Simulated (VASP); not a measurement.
A run of VASP 6.6.1 is set up as follows.

Contents of INCAR:

```
SYSTEM = EuS
  PREC = Accurate
  ENCUT = 600
  EDIFF = 1E-6
  ISMEAR = -1
  SIGMA = 0.1
  LREAL = .FALSE.
  LASPH = .TRUE.
  NELM = 200
  ALGO = Normal
  ISIF = 2
  LWAVE = .FALSE.
  LCHARG = .FALSE.
  ISPIN = 2
  MAGMOM = 4.9 0
  LORBIT = 11
  LMAXMIX = 6
  LDAU = .TRUE.
  LDAUTYPE = 2
  LDAUL = 3 -1
  LDAUU = 3 0
  LDAUJ = 0 0
  LDAUPRINT = 1
  GGA = PE
  NBANDS = 22
  GGA_COMPAT = .FALSE.
```

The input KPOINTS:

```
regular mesh
0
G
  8 8 8
  0 0 0
```

POSCAR

```
EuS
1.0
    0.0000000000      2.9785000000      2.9785000000
    2.9785000000      0.0000000000      2.9785000000
    2.9785000000      2.9785000000      0.0000000000
Eu S
1 1
Direct
    0.0000000000      0.0000000000      0.0000000000
    0.5000000000      0.5000000000      0.5000000000
```

Potentials or basis: VASP PAW PBE potentials, release 64 (Eu, S).

Run with:

```sh
$ cat potpaw_PBE.64/Eu/POTCAR potpaw_PBE.64/S/POTCAR > POTCAR
$ mpirun -np 1 vasp_std > vasp.out
```

(1) What does it give for the net moment?

(2) Predict the site moments.

(3) Predict the pressure.

## Answers

(1) 7.00 μB per cell.

(2) Eu +6.67; S -0.07 μB.

(3) -0.6 GPa.

Caveat: spin-orbit coupling is left out, which moves the levels of the heavy elements; a cell with one magnetic atom can't hold antiferromagnetic order, which such compounds often take.

**Experimental background.**

From “Crystal-field mediated electronic transitions of EuS up to 35 GPa”, 2022, pmc:8786971, for a powder of EuS at 300 K: band gap 1.72 eV (optical).

A measured gap of EuS is 1.72 eV (optical; 300 K; powder; “Crystal-field mediated electronic transitions of EuS up to 35 GPa”, 2022, pmc:8786971); the calculated 0.00 eV misses it by -1.72 eV. So large a miss can be the level of theory's own, or it may mean another phase, state or a wrong row. Spin-orbit coupling on Eu is left out. The value is that of PBE+U on a finite k mesh, which can miss the band edges, without temperature or zero-point motion. The run's magnetic order (collinear spin, ferromagnetic start) needn't be the measured crystal's.
